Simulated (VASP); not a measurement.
The system is V.

```
CELL_PARAMETERS angstrom
2.69407 0.00000 0.00000
-1.34704 2.33314 0.00000
0.00000 0.00000 4.39942
ATOMIC_POSITIONS crystal
V 0.33333 0.66667 0.25000
V 0.66667 0.33333 0.75000
```

```yaml
Program: VASP 6.6.1
Task: relaxation of cell and atoms
Functional: RPBE
Potentials_or_basis: VASP PAW PBE potentials, release 64 (V_sv)
Cutoff: 600 eV
k_mesh: 13 × 13 × 7
Occupations: fermi-dirac, width 0.1 eV
Spin: no spin polarisation
```

At the start: pressure 5.3 GPa; volume 13.83 Å³/atom.

Question: Where does the relaxation end?

Answer: Over 8 steps the energy falls by 36.0 meV/atom and the volume is 14.23 Å³/atom (+2.9 %); space group P6_3/mmc (No. 194, to 0.05 Å).

Step by step:
```tsv
step	energy change (eV)	largest force (eV/Å)	pressure (GPa)	volume (Å³)
1	0.0000	0.0000	5.27	27.65
2	-0.0300	0.0000	-5.31	29.50
3	-0.0348	0.0000	-2.69	28.99
4	-0.0666	0.0000	-2.08	28.83
5	-0.0704	0.0000	-1.69	28.76
6	-0.0704	0.0000	-1.65	28.75
7	-0.0702	0.0000	1.83	28.14
8	-0.0720	0.0000	-0.01	28.45
```

Final structure:
```
V
1.0
     2.63995    0.00000    0.00000
    -1.31998    2.28626    0.00000
     0.00000    0.00000    4.71430
V
2
Cartesian
  0.0000 1.5242 1.1786
  1.3200 0.7621 3.5357
```

Caveat: the PAW data sets were made with another functional, which shifts forces and pressure a little.
